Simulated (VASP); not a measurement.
Ta2Si:

```
Ta Si
1.0
     3.27059    0.00000    0.00000
    -1.63530    2.83241    0.00000
     0.00000    0.00000    5.19977
Ta Si
2 1
Cartesian
  0.0000 1.8883 1.3149
  1.6353 0.9441 3.8849
  0.0000 0.0000 0.0000
```

```yaml
Program: VASP 6.6.1
Task: relaxation of cell and atoms
Functional: PBEsol
Potentials_or_basis: VASP PAW PBE potentials, release 64 (Ta_pv, Si)
Cutoff: 600 eV
k_mesh: 6 × 6 × 4
Occupations: gaussian, width 0.1 eV
Spin: no spin polarisation
```

At the start: pressure 32.3 GPa; volume 16.06 Å³/atom.

Problem. Where does the relaxation end?

Solution. Over 17 steps the energy falls by 570.4 meV/atom and the volume is 17.15 Å³/atom (+6.8 %); space group P-3m1 (No. 164, to 0.1 Å) before and after.

The path:
```
step  energy change (eV)  largest force (eV/Å)  pressure (GPa)  volume (Å³)
   1              0.0000                5.6033           32.32        48.17
   2              1.3087                0.1047          -31.07        74.44
   3             -1.2232                1.5714          -10.60        56.78
   4             -1.2429                1.8353           -7.74        55.83
   5             -1.2441                1.9483           -6.52        55.45
   6             -1.6081                0.9229            0.19        52.11
   7             -1.6423                0.4123            4.26        50.83
   8             -1.6689                0.2373           -3.37        52.85
   9             -1.6790                0.0454           -1.02        52.15
  10             -1.6936                0.0363           -0.51        51.89
  11             -1.6981                0.0107           -0.18        51.72
  12             -1.7077                0.1084            0.51        51.36
  13             -1.6945                0.0508            2.66        50.57
  14             -1.7094                0.1343            1.01        51.18
  15             -1.7094                0.1266            1.21        51.12
  16             -1.6992                0.1578           -3.06        52.22
  17             -1.7113                0.0460           -0.06        51.44
```

Final structure:
```cif
data_structure
_symmetry_space_group_name_H-M 'P 1'
_symmetry_Int_Tables_number 1
_cell_length_a 3.2533
_cell_length_b 3.2533
_cell_length_c 5.6124
_cell_angle_alpha 90.000
_cell_angle_beta 90.000
_cell_angle_gamma 120.000
_cell_volume 51.44
loop_
_atom_site_label
_atom_site_type_symbol
_atom_site_fract_x
_atom_site_fract_y
_atom_site_fract_z
_atom_site_occupancy
Ta1 Ta 0.33333 0.66667 0.31249 1
Ta2 Ta 0.66667 0.33333 0.68751 1
Si1 Si 0.00000 0.00000 0.00000 1
```

Caveat: the k points lie up to 0.37 Å⁻¹ apart in the final cell, too coarse for converged energies and pressures of a metal; the PAW data sets were made with another functional, which shifts forces and pressure a little; the relaxation stopped at a loose force limit of 0.05 eV/Å, so its end isn't a converged minimum.
